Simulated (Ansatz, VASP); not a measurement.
This is a calculation of Na for VASP 6.6.1.

File INCAR:

```
SYSTEM = Na
ALGO = Fast
EDIFF = 1E-7
ENCUT = 520
ISIF = 2
ISMEAR = -1
LASPH = .TRUE.
LCHARG = .TRUE.
LELF = .TRUE.
LREAL = .FALSE.
LVHAR = .TRUE.
LWAVE = .FALSE.
NBANDS = 22
NELM = 60
PREC = Accurate
SIGMA = 0.05
```

File KPOINTS:

```
k-points
0
G
  8 8 3
  0 0 0
```

File POSCAR:

```
Na
1.0
    3.7729580783      0.0000000000      0.0000000000
   -1.8864790391      3.2674775432      0.0000000000
    0.0000000000      0.0000000000     12.7832138010
Na
4
Direct
    0.6666666667      0.3333333333      0.7500000000
    0.0000000000      0.0000000000      0.5000000000
    0.3333333333      0.6666666667      0.2500000000
    0.0000000000      0.0000000000      0.0000000000
```

Potentials or basis: VASP PAW LDA potentials, release 64 (Na_pv).

Launch:

```console
$ cat potpaw_LDA.64/Na_pv/POTCAR > POTCAR
$ mpirun -np 1 vasp_std > vasp.out
```

Q: Set up the same calculation for Ansatz 0.2.0. Potentials there: all-electron LAPW, scalar-relativistic.

A: As run (the cutoff follows the program's own potentials):

input.yaml

```yaml
crystal:
  lattice:
    - [3.7729580783, 0.0, 0.0]
    - [-1.8864790391, 3.2674775432, 0.0]
    - [0.0, 0.0, 12.783213801]
  atoms:
    - { symbol: Na, position: [0.6666666667, 0.3333333333, 0.75] }
    - { symbol: Na, position: [0.0, 0.0, 0.5] }
    - { symbol: Na, position: [0.3333333333, 0.6666666667, 0.25] }
    - { symbol: Na, position: [0.0, 0.0, 0.0] }
kpoints:
  mp_grid: { grid: [8, 8, 3] }
scf:
  occupations: { method: fermi_dirac, width: 0.05 }
hamiltonian:
  xc: lda
  pseudopotentials: { kind: all_electron, lapw: { basis_error: 0.002 } }
output:
  forces: true
  stress: true
  eigenvalues: true
```

Potentials or basis: all-electron LAPW, scalar-relativistic.

The run is started by

```sh
$ ansatz run input.yaml --threads 2 --pin off --max-ram 8192MiB --backend cpu --events-out ev --progress --plain --runs-dir out
```

Both were run:

|  | VASP | Ansatz | Ansatz less VASP |
| --- | --- | --- | --- |
| gap on the k mesh at the Fermi level (eV) | none | none | - |
| pressure (GPa) | -1.2 | -1.1 | +0.06 |
| traceless stress, the component that is largest in VASP (GPa) | -0.54 | -0.54 | +0.001 |

LDA's correlation is that of Perdew and Zunger in VASP and of Perdew and Wang (1992) in Ansatz. A gap of «none» marks a metal or a gap that the smearing closes. Ansatz ran all-electron here, and VASP with PAW potentials.
